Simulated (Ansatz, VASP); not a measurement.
Ta8H: VASP beside Ansatz

Contents of INCAR:

```
SYSTEM = Ta8H
PREC = Accurate
ENCUT = 520
EDIFF = 1E-6
ISMEAR = 0
SIGMA = 0.1
LREAL = .False.
LASPH = .True.
NELM = 100
ALGO = Normal
ISIF = 2
LWAVE = .False.
LCHARG = .False.
LDIPOL = .True.
IDIPOL = 3
DIPOL = 0.5 0.5 0.476
GGA = PE
IVDW = 12
NBANDS = 54
```

Contents of KPOINTS:

```
Automatic mesh
0
Gamma
  6 6 1
  0 0 0
```

POSCAR

```
Ta8H
1.0
    4.6456161668      0.0000000000      0.0000000000
   -2.3228080834      4.0232216167      0.0000000000
    0.0000000000      0.0000000000     25.6379770039
Ta H
8 1
Direct
    0.6666666667      0.3333333333      0.3315394190
    0.3333333333      0.6666666667      0.3685268315
    0.0000000000      0.0000000000      0.4055142438
    0.6666666667      0.3333333333      0.4425016562
    0.3333333333      0.6666666667      0.4762660038
    0.0000000000      0.0000000000      0.5198566660
    0.6666666667      0.3333333333      0.5522688407
    0.3333333333      0.6666666667      0.5789370640
    0.5000000000      1.1666666667      0.6069912396
```

Input for Ansatz:

```yaml
crystal:
  lattice:
    - [4.6456161668, 0.0, 0.0]
    - [-2.3228080834, 4.0232216167, 0.0]
    - [0.0, 0.0, 25.6379770039]
  atoms:
    - { symbol: Ta, position: [0.6666666667, 0.3333333333, 0.331539419] }
    - { symbol: Ta, position: [0.3333333333, 0.6666666667, 0.3685268315] }
    - { symbol: Ta, position: [0.0, 0.0, 0.4055142438] }
    - { symbol: Ta, position: [0.6666666667, 0.3333333333, 0.4425016562] }
    - { symbol: Ta, position: [0.3333333333, 0.6666666667, 0.4762660038] }
    - { symbol: Ta, position: [0.0, 0.0, 0.519856666] }
    - { symbol: Ta, position: [0.6666666667, 0.3333333333, 0.5522688407] }
    - { symbol: Ta, position: [0.3333333333, 0.6666666667, 0.578937064] }
    - { symbol: H, position: [0.5, 1.1666666667, 0.6069912396] }
basis:
  ecutwfc: 420
kpoints:
  mp_grid: { grid: [6, 6, 1] }
hamiltonian:
  xc: pbe
  dispersion: d3bj
scf:
  occupations: { method: gaussian, width: 0.1 }
output:
  forces: true
  stress: true
  eigenvalues: true
  write_density: true
  write_potential: true
  elf: true
  volumetric_format: npy
efield:
  axis: 3
  dipole_correction: true
  ramp_width: 0.04
```

Alike in both runs: task single point; functional PBE; dispersion D3(BJ); k mesh 6 × 6 × 1; occupations gaussian, width 0.1 eV; no spin polarisation.

|  | VASP | Ansatz |
| --- | --- | --- |
| version | VASP 6.6.1 | Ansatz 0.2.0 |
| potentials or method | VASP PAW PBE potentials, release 64 (Ta_pv, H), cutoff 520 eV | scalar-relativistic, plane waves, PAW |
| valence electrons in the cell | 89 | 105 |

VASP gave:

```
gap on the k mesh at the Fermi level (eV) : none
rms of the force components (eV/Å)        : 1.141
```

Problem. Estimate Ansatz's values.

Solution. gap on the k mesh at the Fermi level (eV): none; rms of the force components (eV/Å): 1.137.

Atom by atom the forces differ by 0.007 eV/Å (rms over components). A gap of «none» marks a metal or a gap that the smearing closes. VASP's potentials hold 89 valence electrons a cell and Ansatz's 105, so a difference there can come from the potentials and not from the codes. Ansatz's warnings: xc potential rough in thin density.

Spin-orbit coupling is off throughout.
